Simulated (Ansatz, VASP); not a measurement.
Two plane-wave programs on ZrB2

The input INCAR:

```
SYSTEM = ZrB2
ALGO = Normal ; EDIFF = 1E-6
ENCUT = 520 ; GGA = PS
ISIF = 2 ; ISMEAR = 0
LASPH = .TRUE. ; LCHARG = .FALSE.
LREAL = .FALSE. ; LWAVE = .FALSE.
NBANDS = 16 ; NELM = 60
PREC = Accurate ; SIGMA = 0.15
```

File KPOINTS:

```
k-points
0
G
  15 15 12
  0 0 0
```

The input POSCAR:

```
ZrB2
1.0
    3.1548382285      0.0000000000      0.0000000000
   -1.5774191143      2.7321700507      0.0000000000
    0.0000000000      0.0000000000      3.3899000000
Zr B
1 2
Direct
    0.0000000000      0.0000000000      0.0000000000
    0.3333333333      0.6666666667      0.5000000000
    0.6666666667      0.3333333333      0.5000000000
```

Input for Ansatz:

```yaml
crystal:
  lattice:
    - [3.1548382285, 0.0, 0.0]
    - [-1.5774191143, 2.7321700507, 0.0]
    - [0.0, 0.0, 3.3899]
  atoms:
    - { symbol: Zr, position: [0.0, 0.0, 0.0] }
    - { symbol: B, position: [0.3333333333, 0.6666666667, 0.5] }
    - { symbol: B, position: [0.6666666667, 0.3333333333, 0.5] }
basis:
  ecutwfc: 520.0
kpoints:
  mp_grid: { grid: [15, 15, 12] }
hamiltonian:
  xc: pbesol
scf:
  occupations: { method: gaussian, width: 0.15 }
output:
  forces: true
  stress: true
  eigenvalues: true
```

Alike in both runs: task single point; functional PBEsol; k mesh 15 × 15 × 12; occupations gaussian, width 0.15 eV; no spin polarisation.

|  | VASP | Ansatz |
| --- | --- | --- |
| version | VASP 6.6.1 | Ansatz 0.2.0 |
| potentials or method | VASP PAW PBE potentials, release 64 (Zr_sv, B), cutoff 520 eV | scalar-relativistic, plane waves, PAW |
| valence electrons in the cell | 18 | 18 |

```csv
,VASP,Ansatz,Ansatz less VASP
gap on the k mesh at the Fermi level (eV),none,none,-
pressure (GPa),9.1,8.7,-0.41
"traceless stress, the component that is largest in VASP (GPa)",7.72,7.72,0.000
```

VASP's potentials were made for PBE, not for PBEsol. A gap of «none» marks a metal or a gap that the smearing closes. The functional is the same, so the differences come from potentials, cutoffs and numerics.
